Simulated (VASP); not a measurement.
# SnO2 (R3m) in VASP: further runs

SnO2 is run at these levels: LDA; tasks: single point.

Program: VASP 6.6.1. These are calculated values, not measurements. Logs are shortened: lines on timing, memory, paths and dates and some standing lists are left out, and cuts for length are marked.

### Step 1. The cell of the first run

The typed cell holds 12 atoms: a = 5.418 Å, b = 5.418 Å, c = 5.418 Å, α = 75.16°, β = 75.16°, γ = 75.16°.

### Step 2. Single point, LDA (12.12 Å³/atom)

Input file INCAR:

```
PREC = Accurate ; ENCUT = 520
EDIFF = 1E-6 ; ISMEAR = 0
SIGMA = 0.05 ; LREAL = False
LASPH = True ; NELM = 80
ALGO = Normal ; ISIF = 2
LWAVE = False ; LCHARG = False
NBANDS = 64
```

Input file KPOINTS:

```
regular mesh
0
Gamma
  6 6 6
```

Input file POSCAR:

```
SnO2
1.0
    3.3040508838      1.9075946672      3.8463557688
   -3.3040508838      1.9075946672      3.8463557688
    0.0000000000     -3.8151893343      3.8463557689
Sn O
4 8
Direct
    0.8645353782      0.8645353782      0.8645353782
    0.3648691645      0.3648691645      0.8648751974
    0.3648691645      0.8648751974      0.3648691645
    0.8648751974      0.3648691645      0.3648691645
    0.1199116729      0.6196051221      0.6196051221
    0.6196051221      0.1199116729      0.6196051221
    0.6196051221      0.6196051221      0.1199116729
    0.6099370359      0.6099370359      0.6099370359
    0.1198492242      0.1198492242      0.1198492242
    0.1096932183      0.1096932183      0.6100024814
    0.1096932183      0.6100024814      0.1096932183
    0.6100024814      0.1096932183      0.1096932183
```

Potentials or basis: VASP PAW LDA potentials, release 64 (Sn_d, O).

Launch:

```console
cat potpaw_LDA.64/Sn_d/POTCAR potpaw_LDA.64/O/POTCAR > POTCAR
mpirun -np 1 vasp_std > vasp.out
```

OUTCAR:

```text
PREC = Accurate
   ENCUT = 520
   EDIFF = 1E-6
   ISMEAR = 0
   LREAL = False
   LASPH = True
   NELM = 80
   ISIF = 2

 ion  position               nearest neighbor table
   1  0.865  0.865  0.865-   7 2.11   6 2.11   5 2.11  10 2.11  11 2.11  12 2.11   3 3.30   4 3.30
                             3 3.30   4 3.30   2 3.30   2 3.30
   2  0.365  0.365  0.865-   9 2.11  11 2.11  12 2.11   6 2.11   5 2.11   8 2.11   3 3.30   4 3.30
                             1 3.30   1 3.30   4 3.30   3 3.30
   3  0.365  0.865  0.365-   9 2.11  12 2.11  10 2.11   5 2.11   7 2.11   8 2.11   2 3.30   4 3.30
                             1 3.30   1 3.30   2 3.30   4 3.30
   4  0.865  0.365  0.365-   9 2.11  11 2.11  10 2.11   6 2.11   7 2.11   8 2.11   2 3.30   3 3.30
                             1 3.30   1 3.30   2 3.30   3 3.30
   5  0.120  0.620  0.620-   1 2.11   3 2.11   2 2.11
   6  0.620  0.120  0.620-   1 2.11   4 2.11   2 2.11
   7  0.620  0.620  0.120-   1 2.11   3 2.11   4 2.11
   8  0.610  0.610  0.610-   2 2.11   3 2.11   4 2.11
   9  0.120  0.120  0.120-   2 2.11   3 2.11   4 2.11
  10  0.110  0.110  0.610-   3 2.11   4 2.11   1 2.11
  11  0.110  0.610  0.110-   4 2.11   2 2.11   1 2.11
  12  0.610  0.110  0.110-   3 2.11   2 2.11   1 2.11

  LATTYP: Found a trigonal (rhomboedric) cell.
 ALAT       =     5.4175753209
 COS(alpha) =     0.2561017559

  Lattice vectors:

 A1 = (   3.3040508838,   1.9075946672,   3.8463557688)
 A2 = (  -3.3040508838,   1.9075946672,   3.8463557688)
 A3 = (   0.0000000000,  -3.8151893343,   3.8463557689)

Analysis of symmetry for initial positions (statically):
=====================================================================
 Subroutine PRICEL returns:
 Original cell was already a primitive cell.

 Routine SETGRP: Setting up the symmetry group for a
 trigonal (rhombohedral) supercell.

 Subroutine GETGRP returns: Found  6 space group operations
 (whereof  6 operations were pure point group operations)
 out of a pool of 12 trial point group operations.

The static configuration has the point symmetry C_3v.

Analysis of symmetry for dynamics (positions and initial velocities):
=====================================================================
 Subroutine PRICEL returns:
 Original cell was already a primitive cell.

 Routine SETGRP: Setting up the symmetry group for a
 trigonal (rhombohedral) supercell.

 Subroutine GETGRP returns: Found  6 space group operations
 (whereof  6 operations were pure point group operations)
 out of a pool of 12 trial point group operations.

The dynamic configuration has the point symmetry C_3v.

 Subroutine INISYM returns: Found  6 space group operations
 (whereof  6 operations are pure point group operations),
 and found     1 'primitive' translations

----------------------------------------------------------------------------------------

                                     Primitive cell

  volume of cell :     145.4566

  direct lattice vectors                    reciprocal lattice vectors
     3.304050884  1.907594667  3.846355769     0.151329389  0.087370063  0.086662117
    -3.304050884  1.907594667  3.846355769    -0.151329389  0.087370063  0.086662117
     0.000000000 -3.815189334  3.846355769     0.000000000 -0.174740126  0.086662117

  length of vectors
     5.417575321  5.417575321  5.417575321     0.195049825  0.195049825  0.195049825

  position of ions in fractional coordinates (direct lattice)
     0.864535378  0.864535378  0.864535378
     0.364869165  0.364869165  0.864875197
     0.364869164  0.864875197  0.364869165
     0.864875197  0.364869164  0.364869165
     0.119911673  0.619605122  0.619605122
     0.619605122  0.119911673  0.619605122
     0.619605122  0.619605122  0.119911673
     0.609937036  0.609937036  0.609937036
     0.119849224  0.119849224  0.119849224
     0.109693218  0.109693218  0.610002481
     0.109693218  0.610002481  0.109693218
     0.610002481  0.109693218  0.109693218

  ion indices of the primitive-cell ions
   primitive index   ion index
                 1           1
                 2           2
                 3           3
                 4           4
                 5           5
                 6           6
                 7           7
                 8           8
                 9           9
                10          10
                11          11
                12          12

----------------------------------------------------------------------------------------

 KPOINTS: regular mesh

Automatic generation of k-mesh.
 Grid dimensions read from file:
 generate k-points for:    6    6    6

 Generating k-lattice:

  Cartesian coordinates                     Fractional coordinates (reciprocal lattice)
     0.025221565  0.014561677  0.014443686     0.166666667  0.000000000  0.000000000
    -0.025221565  0.014561677  0.014443686     0.000000000  0.166666667  0.000000000
     0.000000000 -0.029123354  0.014443686     0.000000000  0.000000000  0.166666667

  Length of vectors
     0.032508304  0.032508304  0.032508304

  Shift w.r.t. Gamma in fractional coordinates (k-lattice)
     0.000000000  0.000000000  0.000000000

 Subroutine IBZKPT returns following result:
 ===========================================

 Found     32 irreducible k-points:

 Following reciprocal coordinates:
            Coordinates               Weight
  0.000000  0.000000  0.000000      1.000000
  0.166667  0.000000  0.000000      6.000000
  0.333333  0.000000  0.000000      6.000000
  0.500000  0.000000  0.000000      3.000000
  0.166667  0.166667  0.000000      6.000000
  0.333333  0.166667  0.000000     12.000000
[... 16 lines left out ...]
  0.500000  0.500000  0.166667      6.000000
 -0.333333  0.500000  0.166667     12.000000
 [... further k-points ...]
   k-points           NKPTS =     32   k-points in BZ     NKDIM =     32   number of bands    NBANDS=     64
   number of dos      NEDOS =    301   number of ions     NIONS =     12
   total plane-waves  NPLWV =  64000
   dimension x,y,z NGX =    40 NGY =   40 NGZ =   40
   dimension x,y,z NGXF=    80 NGYF=   80 NGZF=   80
   ions per type =               4   8
   NGX,Y,Z   is equivalent  to a cutoff of  12.27, 12.27, 12.27 a.u.
   NGXF,Y,Z  is equivalent  to a cutoff of  24.55, 24.55, 24.55 a.u.
 SYSTEM =  unknown system
   PREC   = accura    normal or accurate (medium, high low for compatibility)
   ISTART =      0    job   : 0-new  1-cont  2-samecut
   ICHARG =      2    charge: 1-file 2-atom 10-const
   ISPIN  =      1    spin polarized calculation?
   LNONCOLLINEAR =      F non collinear calculations
   LSORBIT =      F    spin-orbit coupling
   LASPH  =      T    aspherical Exc in radial PAW
   ENCUT  =  520.0 eV  38.22 Ry    6.18 a.u.  10.07 10.07 10.07*2*pi/ulx,y,z
   NELM   =     80;   NELMIN=  2; NELMDL= -5     # of ELM steps
   EDIFF  = 0.1E-05   stopping-criterion for ELM
   LREAL  =      F    real-space projection
   EDIFFG = 0.1E-04   stopping-criterion for IOM
   NSW    =      0    number of steps for IOM
   IBRION =     -1    ionic relax: 0-MD 1-quasi-New 2-CG
   NFREE  =      0    steps in history (QN), initial steepest desc. (CG)
   ISIF   =      2    stress and relaxation
   ISYM   =      2    0-nonsym 1-usesym 2-fastsym
   POTIM  = 0.5000    time-step for ionic-motion
   TEBEG  =    0.0;   TEEND  =   0.0 temperature during run
   PSTRESS=    0.0 pullay stress
   NELECT =     104.0000    total number of electrons
   NUPDOWN=      -1.0000    fix difference up-down
   EMIN   =  10.00;   EMAX   =-10.00  energy-range for DOS
   EFERMI =   0.00;   METHOD = LEGACY
   ISMEAR =     0;   SIGMA  =   0.05  broadening in eV -4-tet -1-fermi 0-gaus
   EFERMI_NEDOS =   21; number of points for ismear=-14 and -15
   IALGO  =     38    algorithm
   IMIX   =      4    mixing-type and parameters
     AMIX     =   0.40;   BMIX     =  1.00
     AMIX_MAG =   1.60;   BMIX_MAG =  1.00
  volume/ion in A,a.u.               =      12.12        81.80
  Fermi-wavevector in a.u.,A,eV,Ry     =   1.463889  2.766349 29.156884  2.142971
  Thomas-Fermi vector in A             =   2.579930
   LORBIT       =      0    0 simple, 1 ext, 2 COOP (PROOUT), +10 PAW based schemes
   GGA     = CA    functional components
   LHFCALC =     F    Hartree Fock is set to
   AEXX    =    0.0000 exact exchange contribution
   IVDW    =     0    specifies the selected vdW correction
   LEPSILON=     F    determine dielectric tensor
   LRPA    =     F    only Hartree local field effects (RPA)
 non-spin polarized calculation
 Gauss-broadening in eV      SIGMA  =   0.05
  energy-cutoff  :      520.00
  volume of cell :      145.46
 maximum number of plane-waves:      3956
   NGX = 21   NGY = 21   NGZ = 21

 number of electron     103.9999986 magnetization

 Free energy of the ion-electron system (eV)
  ---------------------------------------------------
  ext. energy  EPLUGINS =         0.00000000
  ---------------------------------------------------
  free energy    TOTEN  =       -82.08250315 eV

  energy without entropy =      -82.08250315  energy(sigma->0) =      -82.08250315

 E-fermi :   5.9786     XC(G=0): -11.7332

 val. band max:        5.7306251196   @ k =   0.0000   0.0000   0.0000
 cond. band min:       6.6884825000   @ k =   0.0000   0.0000   0.0000
 fundamental gap:      0.9578573804
 Fermi energy:         5.9786200309

 k-point     1 :       0.0000    0.0000    0.0000
  band No.  band energies     occupation
      1     -15.1150      2.00000
      2     -15.1149      2.00000
      3     -15.1149      2.00000
      4     -14.6581      2.00000
      5     -14.3705      2.00000
      6     -14.3705      2.00000
[... 56 lines left out ...]
     63      16.0192      0.00000
     64      16.0192      0.00000

 k-point     2 :       0.1667    0.0000    0.0000
  band No.  band energies     occupation
      1     -15.0789      2.00000
      2     -15.0789      2.00000
      3     -15.0727      2.00000
      4     -14.6274      2.00000
      5     -14.4207      2.00000
      6     -14.3581      2.00000
[... 56 lines left out ...]
     63      15.8897      0.00000
     64      15.8908      0.00000

 k-point     3 :       0.3333    0.0000    0.0000
  band No.  band energies     occupation
      1     -14.9845      2.00000
      2     -14.9845      2.00000
      3     -14.9540      2.00000
      4     -14.6183      2.00000
      5     -14.4839      2.00000
      6     -14.4664      2.00000
[... 1396 lines left out ...]
     63      14.5294      0.00000
     64      15.4607      0.00000

 k-point    24 :      -0.3333    0.5000    0.1667
  band No.  band energies     occupation
      1     -14.8971      2.00000
      2     -14.8926      2.00000
      3     -14.8633      2.00000
      4     -14.6949      2.00000
      5     -14.6135      2.00000
      6     -14.5191      2.00000
[... 56 lines left out ...]
     63      14.9465      0.00000
     64      15.2754      0.00000

 [... further k-points ...]
[... 5 lines left out ...]
  --------------------------------------------------------------------------------------
  -------------------------------------------------------------------------------------
  Total       -6.2581710     -6.2581710     -0.6132156     -0.0000000      0.0000000      0.0000000
  in kB      -68.9325713    -68.9325713     -6.7544538     -0.0000000      0.0000000      0.0000000
  external PRESSURE =     -48.2065321 kB  Pullay stress =       0.0000000 kB

 VOLUME and BASIS-vectors are now :
 -----------------------------------------------------------------------------
  energy-cutoff  :      520.00
  volume of cell :      145.46
      direct lattice vectors                 reciprocal lattice vectors
     3.304050884  1.907594667  3.846355769     0.151329389  0.087370063  0.086662117
    -3.304050884  1.907594667  3.846355769    -0.151329389  0.087370063  0.086662117
     0.000000000 -3.815189334  3.846355769     0.000000000 -0.174740126  0.086662117

 POSITION                                       TOTAL-FORCE (eV/Angst)
 -----------------------------------------------------------------------------------
      0.00000      0.00000      9.97593        -0.000000      0.000000      0.002151
      0.00000     -1.90762      6.13345        -0.000000     -0.004730     -0.001032
     -1.65205      0.95381      6.13345        -0.004096      0.002365     -0.001032
      1.65205      0.95381      6.13345         0.004096      0.002365     -0.001032
     -1.65101     -0.95321      5.22767         0.000053      0.000031     -0.150017
      1.65101     -0.95321      5.22767        -0.000053      0.000031     -0.150017
      0.00000      1.90643      5.22767        -0.000000     -0.000061     -0.150017
      0.00000      0.00000      7.03810        -0.000000      0.000000      0.153053
      0.00000      0.00000      1.38295        -0.000000     -0.000000     -0.144742
      0.00000     -1.90877      3.19012        -0.000000      0.000098      0.147561
     -1.65305      0.95439      3.19012         0.000085     -0.000049      0.147561
      1.65305      0.95439      3.19012        -0.000085     -0.000049      0.147561
 -----------------------------------------------------------------------------------
    total drift:                               -0.000000      0.000003      0.000288

  FREE ENERGIE OF THE ION-ELECTRON SYSTEM (eV)
  ---------------------------------------------------
  free  energy   TOTEN  =       -82.0825031508 eV

  energy  without entropy=      -82.0825031508  energy(sigma->0) =      -82.08250315
```

Wall time 7 min (1 thread of Intel Xeon 8259CL, shared host); peak memory 0.33 GiB.

Results:

| Item | Value |
| --- | --- |
| Free energy | -82.0825 eV |
| Pressure | -4.8 GPa |
| Largest force | 0.153 eV/Å |
| Band gap on the k mesh | 0.96 eV |

Forces in eV/Å, atoms in the order of the input:
```
Sn   0.000  0.000  0.002
Sn   0.000 -0.005 -0.001
Sn  -0.004  0.002 -0.001
Sn   0.004  0.002 -0.001
O    0.000  0.000 -0.150
O    0.000  0.000 -0.150
O    0.000  0.000 -0.150
O    0.000  0.000  0.153
O    0.000  0.000 -0.145
O    0.000  0.000  0.148
O    0.000  0.000  0.148
O    0.000  0.000  0.148
```

Stress tensor (GPa, compression positive):
```
-6.89  0.00  0.00
 0.00 -6.89  0.00
 0.00  0.00 -0.68
```

Caveat: the cell stands under tension; spin-orbit coupling is left out, which moves the levels of the heavy elements.

(Continued in part 2 of 2.)
